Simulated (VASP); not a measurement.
Crystal: Hf.

```
Hf
1.0
     0.11927    2.34305    1.99282
     2.32109    0.12480    1.98729
     2.44975    2.46619   -0.00387
Hf
1
Direct
  0.00000 0.00000 0.00000
```

* Program: VASP 6.6.1
* Task: relaxation of cell and atoms
* Functional: PBE
* Dispersion: D3(BJ)
* Potentials or basis: VASP PAW PBE potentials, release 64 (Hf_pv)
* Cutoff: 600 eV
* k mesh: 11 × 11 × 10
* Occupations: fermi-dirac, width 0.05 eV
* Spin: no spin polarisation

At the start: pressure -0.2 GPa; volume 21.64 Å³/atom.

Q: How do energy, volume and symmetry change on relaxing?

A: Over 21 steps the energy falls by 59.7 meV/atom and the volume is 21.71 Å³/atom (+0.3 %); space group Immm (No. 71, to 0.1 Å) before, Fm-3m (No. 225, to 0.1 Å).

The path:
```csv
step,energy change (eV),largest force (eV/Å),pressure (GPa),volume (Å³)
1,0.0000,0.0000,-0.15,21.64
2,-0.0076,0.0000,0.26,21.57
3,-0.0234,0.0000,1.92,21.32
4,-0.0261,0.0000,1.71,21.36
5,-0.0317,0.0000,1.16,21.48
6,-0.0275,0.0000,0.28,21.70
7,-0.0327,0.0000,0.86,21.56
8,-0.0362,0.0000,0.55,21.62
9,-0.0444,0.0000,-0.38,21.80
10,-0.0500,0.0000,-2.08,22.15
11,-0.0544,0.0000,-1.18,21.96
12,-0.0567,0.0000,-0.08,21.72
13,-0.0567,0.0000,0.06,21.69
14,-0.0586,0.0000,0.13,21.67
15,-0.0597,0.0000,0.29,21.65
16,-0.0597,0.0000,0.28,21.65
17,-0.0597,0.0000,-0.03,21.71
18,-0.0597,0.0000,-0.06,21.72
19,-0.0597,0.0000,-0.06,21.72
20,-0.0597,0.0000,-0.05,21.71
21,-0.0597,0.0000,-0.02,21.71
```

Final structure:
```yaml
crystal:
  lattice:
    - [0.00488, 2.21763, 2.21156]
    - [2.21681, 0.00357, 2.21149]
    - [2.22146, 2.22036, 0.00632]
  atoms:
    - { symbol: Hf, position: [0.00000, 0.00000, 0.00000] }
```
